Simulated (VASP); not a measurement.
A run of VASP 6.6.1 is set up as follows.

The input POSCAR:

```
Sn
1.0
   -2.8519362416      2.8519362416      1.5513229292
    2.8519362416     -2.8519362416      1.5513229292
    2.8519362416      2.8519362416     -1.5513229292
Sn
2
Direct
    0.7500000000      0.2500000000      0.5000000000
    0.0000000000      0.0000000000      0.0000000000
```

Contents of INCAR.step1:

```
  ALGO = Normal
  EDIFF = 1E-4
  ENCUT = 520
  GGA = PE
  ISMEAR = 0
  LASPH = True
  LCHARG = False
  LREAL = False
  LWAVE = True
  NBANDS = 21
  NELM = 80
  PREC = Accurate
  SIGMA = 0.15
```

Contents of INCAR.step2:

```
  ALGO = Normal
  EDIFF = 1E-7
  ENCUT = 520
  ISIF = 2
  ISMEAR = 0
  ISTART = 1
  LASPH = True
  LCHARG = True
  LELF = True
  LMIXTAU = True
  LREAL = False
  LVHAR = True
  LWAVE = False
  METAGGA = R2SCAN
  NBANDS = 21
  NELM = 80
  PREC = Accurate
  SIGMA = 0.15
```

Contents of KPOINTS:

```
k-points
0
Gamma
  16 16 16
```

Potentials or basis: VASP PAW PBE potentials, release 64 (Sn_d).

Launch:

```console
$ cat potpaw_PBE.64/Sn_d/POTCAR > POTCAR
$ cp INCAR.step1 INCAR
$ mpirun -np 1 vasp_std > vasp.out
$ cp INCAR.step2 INCAR
$ mpirun -np 1 vasp_std > vasp.out
```

(1) What does it give for the pressure?

(2) Estimate the band gap on the k mesh.

Results:

(1) 6.0 GPa.

(2) zero (band 14 reaches 10.73 eV, above the bottom of band 15 at 5.75 eV).

Caveat: the cell differs from its parent crystal (strain -0.030 along x and y, -0.030 along z); the PAW data sets were made with another functional, which shifts forces and pressure a little; spin-orbit coupling is left out, which moves the levels of the heavy elements.
